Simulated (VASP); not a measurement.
Co8Si14Ge (a cell with a defect), 23 atoms in the cell. The cell holds a defect, 23 atoms: a = 7.575 Å, b = 7.575 Å, c = 7.575 Å, α = 60.00°, β = 60.00°, γ = 60.00°. 

* Program: VASP 6.6.1
* Task: single point
* Functional: PBE
* Potentials or basis: VASP PAW PBE potentials, release 64 (Co, Si, Ge_d)
* Cutoff: 520 eV
* k mesh: 2 × 2 × 2
* Occupations: fermi-dirac, width 0.02 eV
* Spin: collinear spin, zero start
* Starting moments: [0.0, 0.0, 0.0, 0.0, 0.0, 0.0, 0.0, 0.0, 0.0, 0.0, 0.0, 0.0, 0.0, 0.0, 0.0, 0.0, 0.0, 0.0, 0.0, 0.0, 0.0, 0.0, 0.0] μB
* Dipole correction: no
* Further INCAR settings: LREAL = Auto; ALGO = Normal; EDIFF = 1e-06; NBANDS = 92

Potentials or basis: VASP PAW PBE potentials, release 64 (Co, Si, Ge_d).

Command:

```bash
$ cat potpaw_PBE.64/Co/POTCAR potpaw_PBE.64/Si/POTCAR potpaw_PBE.64/Ge_d/POTCAR > POTCAR
$ mpirun -np 1 vasp_std > vasp.out
```

Hardware: 1 thread of Intel(R) Xeon(R) 6975P-C (Granite Rapids) (shared host).

Task: How long does it take, and how much memory?

Result: It took 17 min on 1 thread of Intel(R) Xeon(R) 6975P-C (Granite Rapids), on a shared host, peak memory 0.72 GiB. Counts: scf iterations 27, k points 8.
